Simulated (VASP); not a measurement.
Here is a VASP 6.6.1 calculation.

File INCAR:

```
ALGO = Normal ; EDIFF = 1E-6
ENCUT = 520 ; GGA = PE
ISIF = 2 ; ISMEAR = 0
LASPH = T ; LCHARG = F
LREAL = F ; LWAVE = F
NBANDS = 36 ; NELM = 80
PREC = Accurate ; SIGMA = 0.1
```

The input KPOINTS:

```
k-points
0
Gamma
  6 6 6
```

POSCAR

```
In2GaP3
1.0
    2.6599132580      1.5357016355      5.6371456866
   -2.6599132580      1.5357016355      5.6371456866
    0.0000000000     -3.0714032711      5.6371456866
In Ga P
2 1 3
Direct
    0.1924168222      0.1924168222      0.1924168222
    0.8075831778      0.8075831778      0.8075831778
    0.0000000000      0.0000000000      0.0000000000
    0.5000000000      0.5000000000      0.0000000000
    0.0000000000      0.5000000000      0.5000000000
    0.5000000000      0.0000000000      0.5000000000
```

Potentials or basis: VASP PAW PBE potentials, release 64 (In_d, Ga_d, P).

Run with:

```sh
$ cat potpaw_PBE.64/In_d/POTCAR potpaw_PBE.64/Ga_d/POTCAR potpaw_PBE.64/P/POTCAR > POTCAR
$ mpirun -np 1 vasp_std > vasp.out
```

(1) Estimate the pressure.

(2) Predict the largest force.

(3) Estimate the band gap on the k mesh.

Results:

(1) 0.1 GPa.

(2) 0.006 eV/Å.

(3) zero (band 27 reaches 6.42 eV, above the bottom of band 28 at 4.81 eV).

Caveat: spin-orbit coupling is left out, which moves the levels of the heavy elements.
